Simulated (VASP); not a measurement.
Input of a VASP 6.6.1 run:

Contents of POSCAR:

```
AlN
1.0
    0.1228496377      2.1839935596      2.1839935596
    2.3068431973      0.0000000000      2.3068431973
    2.1839935596      2.1839935596      0.1228496377
Al N
1 1
Direct
    0.0000000000      0.0000000000      0.0000000000
    0.7500000000      0.7500000000      0.7500000000
```

Contents of INCAR.step1:

```
  PREC = Accurate
  ENCUT = 520
  ISMEAR = 0
  SIGMA = 0.05
  LREAL = F
  LASPH = T
  NELM = 100
  NBANDS = 11
  GGA = PE
  ALGO = Normal
  EDIFF = 1E-4
  LWAVE = T
  LCHARG = F
```

File INCAR.step2:

```
  PREC = Accurate
  ENCUT = 520
  EDIFF = 1E-7
  ISMEAR = 0
  SIGMA = 0.05
  LREAL = F
  LASPH = T
  NELM = 100
  ALGO = Normal
  ISIF = 2
  LWAVE = F
  LCHARG = F
  METAGGA = R2SCAN
  LMIXTAU = T
  NBANDS = 11
  ISTART = 1
```

KPOINTS

```
Automatic mesh
0
Gamma
  10 10 10
```

Potentials or basis: VASP PAW PBE potentials, release 64 (Al, N).

Launch:

```sh
$ cat potpaw_PBE.64/Al/POTCAR potpaw_PBE.64/N/POTCAR > POTCAR
$ cp INCAR.step1 INCAR
$ mpirun -np 1 vasp_std > vasp.out
$ cp INCAR.step2 INCAR
$ mpirun -np 1 vasp_std > vasp.out
```

Problem. Predict the largest force.

Solution. 1.034 eV/Å.

Problem. Predict the pressure.

Solution. 3.3 GPa.

Problem. Estimate the band gap on the k mesh.

Solution. 3.33 eV (least direct gap 4.29 eV).

Forces in eV/Å, atoms in the order of the input:
```
Al   0.000 -1.034  0.000
N    0.000  1.034  0.000
```

Caveat: the cell differs from its parent crystal (strain +0.1125 x Voigt [0, 0, 0, 0, 1, 0]); the cell stands under pressure; the PAW data sets were made with another functional, which shifts forces and pressure a little. A k mesh can miss the band edges.
